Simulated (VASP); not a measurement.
# RbBr (Pm-3m) in VASP: a series of runs, part 2 of 2

VASP 6.6.1.

## Step 3: Single point, PBEsol

This run uses another cell than the first one, of 33.83 Å³/atom.

The input, INCAR:

```
PREC = Accurate ; ENCUT = 520
EDIFF = 1E-6 ; ISMEAR = -1
SIGMA = 0.02 ; LREAL = F
LASPH = T ; NELM = 60
ALGO = Normal ; ISIF = 2
LWAVE = F ; LCHARG = F
GGA = PS ; NBANDS = 15
```

The input, KPOINTS:

```
regular mesh
0
Gamma
  6 6 6
```

The input, POSCAR:

```
RbBr
1.0
    4.0748363059      0.0000000000      0.0000000000
    0.0000000000      4.0748363059      0.0000000000
    0.0000000000      0.0000000000      4.0748363059
Rb Br
1 1
Direct
    0.0000000000      0.0000000000      0.0000000000
    0.5000000000      0.5000000000      0.5000000000
```

Potentials or basis: VASP PAW PBE potentials, release 64 (Rb_sv, Br).

Started as:

```
$ cat potpaw_PBE.64/Rb_sv/POTCAR potpaw_PBE.64/Br/POTCAR > POTCAR
$ mpirun -np 1 vasp_std > vasp.out
```

OUTCAR:

```text
PREC = Accurate
   ENCUT = 520
   EDIFF = 1E-6
   ISMEAR = -1
   LREAL = F
   LASPH = T
   NELM = 60
   ISIF = 2
   GGA = PS

 ion  position               nearest neighbor table
   1  0.000  0.000  0.000-   2 3.53   2 3.53   2 3.53   2 3.53   2 3.53   2 3.53   2 3.53   2 3.53

   2  0.500  0.500  0.500-   1 3.53   1 3.53   1 3.53   1 3.53   1 3.53   1 3.53   1 3.53   1 3.53

  LATTYP: Found a simple cubic cell.
 ALAT       =     4.0748363059

[... 539 lines left out ...]
     15      11.8013      0.00000

------------------------ aborting loop because EDIFF is reached ----------------------------------------

  FORCE on cell =-STRESS in cart. coord.  units (eV):
  Direction    XX          YY          ZZ          XY          YZ          ZX
  --------------------------------------------------------------------------------------
  -------------------------------------------------------------------------------------
  Total        0.0071965      0.0071965      0.0071965     -0.0000000     -0.0000000      0.0000000
  in kB        0.1704131      0.1704131      0.1704131     -0.0000000     -0.0000000      0.0000000
  external PRESSURE =       0.1704131 kB  Pullay stress =       0.0000000 kB

 VOLUME and BASIS-vectors are now :
 -----------------------------------------------------------------------------
  energy-cutoff  :      520.00
  volume of cell :       67.66
      direct lattice vectors                 reciprocal lattice vectors
     4.074836306  0.000000000  0.000000000     0.245408631  0.000000000  0.000000000
     0.000000000  4.074836306  0.000000000     0.000000000  0.245408631  0.000000000
     0.000000000  0.000000000  4.074836306     0.000000000  0.000000000  0.245408631

 POSITION                                       TOTAL-FORCE (eV/Angst)
 -----------------------------------------------------------------------------------
      0.00000      0.00000      0.00000         0.000000      0.000000      0.000000
      2.03742      2.03742      2.03742         0.000000      0.000000      0.000000
 -----------------------------------------------------------------------------------
    total drift:                                0.000000      0.000000     -0.000000

  FREE ENERGIE OF THE ION-ELECTRON SYSTEM (eV)
  ---------------------------------------------------
  free  energy   TOTEN  =        -6.3010359940 eV

  energy  without entropy=       -6.3010359940  energy(sigma->0) =       -6.30103599
```

OSZICAR:

```text
N       E                     dE             d eps       ncg     rms          rms(c)
DAV:   1     0.709257229982E+02    0.70926E+02   -0.69026E+03   600   0.935E+02
DAV:   2    -0.198899201088E+01   -0.72915E+02   -0.68656E+02   820   0.161E+02
DAV:   3    -0.639485011537E+01   -0.44059E+01   -0.43936E+01   783   0.403E+01
DAV:   4    -0.651153301503E+01   -0.11668E+00   -0.11666E+00   869   0.597E+00
DAV:   5    -0.651286813588E+01   -0.13351E-02   -0.13351E-02   848   0.558E-01    0.266E+00
DAV:   6    -0.633058306083E+01    0.18229E+00   -0.15271E-01   719   0.222E+00    0.179E+00
DAV:   7    -0.629951858009E+01    0.31064E-01   -0.85170E-02   761   0.172E+00    0.896E-01
DAV:   8    -0.630109542246E+01   -0.15768E-02   -0.11335E-02   710   0.623E-01    0.130E-01
DAV:   9    -0.630095054234E+01    0.14488E-03   -0.52475E-04   810   0.123E-01    0.488E-02
DAV:  10    -0.630103543651E+01   -0.84894E-04   -0.16565E-04   687   0.816E-02    0.864E-03
DAV:  11    -0.630103599404E+01   -0.55753E-06   -0.50890E-06   839   0.143E-02
   1 F= -.63010360E+01 E0= -.63010360E+01  d E =-.255419E-10
```

stdout:

```text
POSCAR found type information on POSCAR RbBr
 POSCAR found :  2 types and       2 ions
 scaLAPACK will be used
 -----------------------------------------------------------------------------
|                                                                             |
|                                                                             |
|     You enforced a specific xc type in the INCAR file but a different       |
|     I HOPE YOU KNOW WHAT YOU ARE DOING!                                     |
|                                                                             |
 -----------------------------------------------------------------------------

 LDA part: xc-table for (Slater+PW92), standard interpolation
 POSCAR, INCAR and KPOINTS ok, starting setup
 FFT: planning ... GRIDC
 FFT: planning ... GRID_SOFT
 FFT: planning ... GRID
 WAVECAR not read
 entering main loop
```

It took 29 s on 1 thread of Intel Xeon 8259CL, shared host; peak memory 0.17 GiB.

Results:

- Free energy: -6.3010 eV
- Pressure: 0.0 GPa
- Band gap on the k mesh: 4.03 eV (least direct gap 4.19 eV)

Caveat: the PAW data sets were made with another functional, which shifts forces and pressure a little.

## Step 4: Single point, LDA

This run uses another cell than the first one, of 35.08 Å³/atom.

The input, INCAR:

```
  PREC = Accurate
  ENCUT = 520
  EDIFF = 1E-6
  ISMEAR = 0
  SIGMA = 0.01
  LREAL = False
  LASPH = True
  NELM = 80
  ALGO = Normal
  ISIF = 2
  LWAVE = False
  LCHARG = False
  GGA = CA
  NBANDS = 15
```

The input, KPOINTS:

```
Automatic mesh
0
Gamma
  6 6 6
```

The input, POSCAR:

```
RbBr
1.0
    4.1242529966      0.0000000000      0.0000000000
    0.0000000000      4.1242529966      0.0000000000
    0.0000000000      0.0000000000      4.1242529966
Rb Br
1 1
Direct
    0.0000000000      0.0000000000      0.0000000000
    0.5000000000      0.5000000000      0.5000000000
```

Potentials or basis: VASP PAW LDA potentials, release 64 (Rb_sv, Br).

Started as:

```
$ cat potpaw_LDA.64/Rb_sv/POTCAR potpaw_LDA.64/Br/POTCAR > POTCAR
$ mpirun -np 1 vasp_std > vasp.out
```

It took 17 s on 1 thread of Intel Xeon 8259CL, shared host; peak memory 0.16 GiB.

It converged, with:

- Free energy: -6.6698 eV
- Pressure: -1.9 GPa
- Band gap on the k mesh: 3.69 eV (least direct gap 3.85 eV)

Levels at points of the mesh, in eV from the valence-band top:
| k point | band 5 | band 6 | band 7 | band 8 | band 9 | band 10 | band 11 | band 12 |
| --- | --- | --- | --- | --- | --- | --- | --- | --- |
| (0.00, 0.00, 0.00) | -8.99 | -0.16 | -0.16 | -0.16 | 3.69 | 5.30 | 5.30 | 9.81 |
| (0.50, 0.00, 0.00) | -8.94 | -1.81 | -0.24 | -0.24 | 6.60 | 6.78 | 7.35 | 8.49 |
| (0.50, 0.50, 0.00) | -8.90 | -1.08 | -1.08 | 0.00 | 4.99 | 5.95 | 7.77 | 7.77 |
| (0.50, 0.50, 0.50) | -9.23 | -1.39 | -1.39 | -1.39 | 7.95 | 7.95 | 7.95 | 9.17 |

A k mesh can miss the band edges.

## Step 5: Single point, r2SCAN

This run uses another cell than the first one, of 35.08 Å³/atom.

POSCAR is that of step 4.

The input, INCAR.step1:

```
PREC = Accurate
ENCUT = 520
ISMEAR = -1
SIGMA = 0.02
LREAL = F
LASPH = T
NELM = 60
NBANDS = 15
GGA = PE
ALGO = Normal
EDIFF = 1E-4
LWAVE = T
LCHARG = F
```

The input, INCAR.step2:

```
PREC = Accurate
ENCUT = 520
EDIFF = 1E-6
ISMEAR = -1
SIGMA = 0.02
LREAL = F
LASPH = T
NELM = 60
ALGO = Normal
ISIF = 2
LWAVE = F
LCHARG = F
METAGGA = R2SCAN
LMIXTAU = T
NBANDS = 15
ISTART = 1
```

KPOINTS is that of step 4.

Potentials or basis: VASP PAW PBE potentials, release 64 (Rb_sv, Br).

Started as:

```
$ cat potpaw_PBE.64/Rb_sv/POTCAR potpaw_PBE.64/Br/POTCAR > POTCAR
$ cp INCAR.step1 INCAR
$ mpirun -np 1 vasp_std > vasp.out
$ cp INCAR.step2 INCAR
$ mpirun -np 1 vasp_std > vasp.out
```

Wall time 68 s (1 thread of Intel Xeon 8259CL, shared host); peak memory 0.19 GiB.

It converged, with:

* Free energy: -31.1103 eV
* Pressure: 0.1 GPa
* Band gap on the k mesh: 4.84 eV (least direct gap 4.99 eV)

Levels at points of the mesh, in eV from the valence-band top:
| k point | band 4 | band 5 | band 6 | band 7 | band 8 | band 9 | band 10 | band 11 | band 12 | band 13 |
| --- | --- | --- | --- | --- | --- | --- | --- | --- | --- | --- |
| (0.00, 0.00, 0.00) | -9.32 | -9.32 | -0.15 | -0.15 | -0.15 | 4.84 | 6.12 | 6.12 | 10.73 | 10.73 |
| (0.50, 0.00, 0.00) | -9.27 | -9.27 | -1.71 | -0.22 | -0.22 | 7.46 | 7.82 | 8.37 | 9.36 | 10.66 |
| (0.50, 0.50, 0.00) | -9.63 | -9.24 | -1.07 | -1.07 | 0.00 | 5.93 | 6.91 | 8.67 | 8.67 | 11.62 |
| (0.50, 0.50, 0.50) | -9.55 | -9.55 | -1.34 | -1.34 | -1.34 | 8.88 | 8.88 | 8.88 | 10.16 | 10.16 |

Caveat: the PAW data sets were made with another functional, which shifts forces and pressure a little. A k mesh can miss the band edges.

## Step 6: Relaxation of cell and atoms, PBEsol

This run uses another cell than the first one, of 36.86 Å³/atom.

The input, INCAR:

```
SYSTEM = RbBr
ALGO = Normal ; EDIFF = 1E-7
EDIFFG = -0.005 ; ENCUT = 600
GGA = PS ; IBRION = 2
ISIF = 3 ; ISMEAR = -1
LASPH = .TRUE. ; LCHARG = .FALSE.
LREAL = .FALSE. ; LWAVE = .FALSE.
NELM = 80 ; NSW = 80
PREC = Accurate ; SIGMA = 0.02
```

The input, KPOINTS:

```
k-points
0
G
  6 6 6
  0 0 0
```

The input, POSCAR:

```
RbBr
1.0
    4.1929020877      0.0000000000      0.0000000000
    0.0000000000      4.1929020877      0.0000000000
    0.0000000000      0.0000000000      4.1929020877
Rb Br
1 1
Direct
    0.0000000000      0.0000000000      0.0000000000
    0.5000000000      0.5000000000      0.5000000000
```

Potentials or basis: VASP PAW PBE potentials, release 64 (Rb_sv, Br).

Started as:

```
$ cat potpaw_PBE.64/Rb_sv/POTCAR potpaw_PBE.64/Br/POTCAR > POTCAR
$ mpirun -np 1 vasp_std > vasp.out
```

It took 89 s on 1 thread of Intel Xeon 8259CL, shared host; peak memory 0.23 GiB.

Results (log left out):

```yaml
Free_energy: -6.3013 eV
Relaxed_volume: 33.87 Å³/atom
Relaxed_cell: a = 4.076 Å, b = 4.076 Å, c = 4.076 Å, α = 90.00°, β = 90.00°, γ = 90.00°
Space_group_after_relaxing_to_0.1_Å: Pm-3m (No. 221)
Energy_gained_by_relaxing: 11.7 meV/atom
Ionic_steps: 4
Pressure_after_relaxing: 0.0 GPa
Band_gap_on_the_k_mesh: 4.02 eV (least direct gap 4.18 eV)
```

The path:
```csv
step,energy change (eV),largest force (eV/Å),pressure (GPa),volume (Å³)
1,0.0000,0.0000,-1.15,73.71
2,-0.0163,0.0000,-0.69,70.92
3,-0.0233,0.0000,-0.07,68.05
4,-0.0234,0.0000,0.01,67.74
```

Final structure:
```
CELL_PARAMETERS angstrom
4.07637 0.00000 0.00000
0.00000 4.07637 0.00000
0.00000 0.00000 4.07637
ATOMIC_POSITIONS crystal
Rb 0.00000 0.00000 0.00000
Br 0.50000 0.50000 0.50000
```

Levels at points of the mesh, in eV from the valence-band top:
| k point | band 4 | band 5 | band 6 | band 7 | band 8 | band 9 | band 10 | band 11 | band 12 |
| --- | --- | --- | --- | --- | --- | --- | --- | --- | --- |
| (0.00, 0.00, 0.00) | -8.96 | -8.96 | -0.16 | -0.16 | -0.16 | 4.02 | 5.41 | 5.41 | 10.00 |
| (0.50, 0.00, 0.00) | -8.91 | -8.91 | -1.86 | -0.25 | -0.25 | 6.79 | 7.10 | 7.73 | 8.57 |
| (0.50, 0.50, 0.00) | -9.32 | -8.87 | -1.11 | -1.11 | 0.00 | 5.19 | 6.12 | 7.91 | 7.91 |
| (0.50, 0.50, 0.50) | -9.22 | -9.22 | -1.46 | -1.46 | -1.46 | 8.22 | 8.22 | 8.22 | 9.47 |

Caveat: the PAW data sets were made with another functional, which shifts forces and pressure a little. A k mesh can miss the band edges.

## Step 7: Overview

| task | level | potentials or basis | cell | cutoff (eV) | smearing | gap on the mesh (eV) | pressure (GPa) |
| --- | --- | --- | --- | --- | --- | --- | --- |
| single point | LDA | VASP PAW LDA potentials, release 64 (Rb_sv, Br) | a = 3.968 Å, 2 atoms | 520 | fermi-dirac 0.02 eV | 4.13 | 0.1 |
| single point | PBEsol | VASP PAW PBE potentials, release 64 (Rb_sv, Br) | a = 4.075 Å, 2 atoms | 520 | fermi-dirac 0.02 eV | 4.03 | 0.0 |
| single point | LDA | VASP PAW LDA potentials, release 64 (Rb_sv, Br) | a = 4.124 Å, 2 atoms | 520 | gaussian 0.01 eV | 3.69 | -1.9 |
| single point | r2SCAN | VASP PAW PBE potentials, release 64 (Rb_sv, Br) | a = 4.124 Å, 2 atoms | 520 | fermi-dirac 0.02 eV | 4.84 | 0.1 |
| relaxation of cell and atoms | PBEsol | VASP PAW PBE potentials, release 64 (Rb_sv, Br) | relaxed from a = 4.193 Å, 2 atoms | 600 | fermi-dirac 0.02 eV | 4.02 | 0.0 |

Alike in all rows: no spin polarisation; k mesh 6 × 6 × 6.

Caveats: the PAW data sets were made with another functional, which shifts forces and pressure a little (at least some runs).

Absolute energies hang on the potentials; compare differences alone.
